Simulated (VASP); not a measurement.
Set up this calculation in VASP 6.6.1, as the native input.

```yaml
Task: single point
Functional: PBE
Potentials_or_basis: VASP PAW PBE potentials, release 64 (Cd, S)
Cutoff: 520 eV
k_mesh: 6 × 6 × 6
Occupations: gaussian, width 0.02 eV
Spin: no spin polarisation
Dipole_correction: no
Further_INCAR_settings: ALGO = Normal; EDIFF = 1e-06; NBANDS = 42
```

The structure of Cd4S3 lies in POSCAR:

```
Cd4S3
1.0
    5.5779452891      0.0000000000      0.0000000000
    0.0000000000      5.5779452891      0.0000000000
    0.0000000000      0.0000000000      5.5779452891
Cd S
4 3
Direct
    0.7883894723      0.7883894723      0.2116105277
    0.7883894723      0.2116105277      0.7883894723
    0.2116105277      0.7883894723      0.7883894723
    0.2116105277      0.2116105277      0.2116105277
    0.5000000000      0.0000000000      0.5000000000
    0.0000000000      0.5000000000      0.5000000000
    0.5000000000      0.5000000000      0.0000000000
```

One way to write it, as run:

INCAR

```
SYSTEM = Cd4S3
PREC = Accurate ; ENCUT = 520
EDIFF = 1E-6 ; ISMEAR = 0
SIGMA = 0.02 ; LREAL = .False.
LASPH = .True. ; NELM = 80
ALGO = Normal ; ISIF = 2
LWAVE = .False. ; LCHARG = .False.
GGA = PE ; NBANDS = 42
```

KPOINTS

```
Automatic mesh
0
Gamma
  6 6 6
  0 0 0
```

Potentials or basis: VASP PAW PBE potentials, release 64 (Cd, S).

The run is started by

```sh
$ cat potpaw_PBE.64/Cd/POTCAR potpaw_PBE.64/S/POTCAR > POTCAR
$ mpirun -np 1 vasp_std > vasp.out
```

Results of the run:

* Pressure: 0.3 GPa
* Largest force: 0.030 eV/Å
* Band gap on the k mesh: 0.59 eV, direct

Wall time 83 s on 1 thread of Intel(R) Xeon(R) 6975P-C (Granite Rapids), on a shared host, peak memory 0.31 GiB.
